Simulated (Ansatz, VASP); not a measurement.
## GaN: VASP beside Ansatz

```xyz
2
Lattice="0.0000 1.9380 1.9380 1.9380 0.0000 1.9380 1.9380 1.9380 0.0000" Properties=species:S:1:pos:R:3 pbc="T T T"
Ga    0.0000    0.0000    0.0000
N     0.9690    0.9690    0.9690
```

Change from the starting cell: volume scaled by 0.64, LAPW.

Alike in both runs: task single point; functional PBEsol; k mesh 15 × 15 × 15; occupations fermi-dirac, width 0.08 eV; no spin polarisation.

|  | VASP | Ansatz |
| --- | --- | --- |
| version | VASP 6.6.1 | Ansatz 0.2.0 |
| potentials or method | VASP PAW PBE potentials, release 64 (Ga_d, N), cutoff 520 eV | all-electron LAPW, scalar-relativistic |

VASP gave:

```
gap on the k mesh at the Fermi level (eV) : 3.31
pressure (GPa)                            : 216.5
```

Task: What did Ansatz give for the same quantities?

Result: gap on the k mesh at the Fermi level (eV): 3.30; pressure (GPa): 217.6.

VASP's potentials were made for PBE, not for PBEsol. Both programs put the cell under a high pressure, so it lies far from rest at this level. Ansatz ran all-electron here, and VASP with PAW potentials.

Noted on VASP's run: the cell as given lies far from equilibrium.
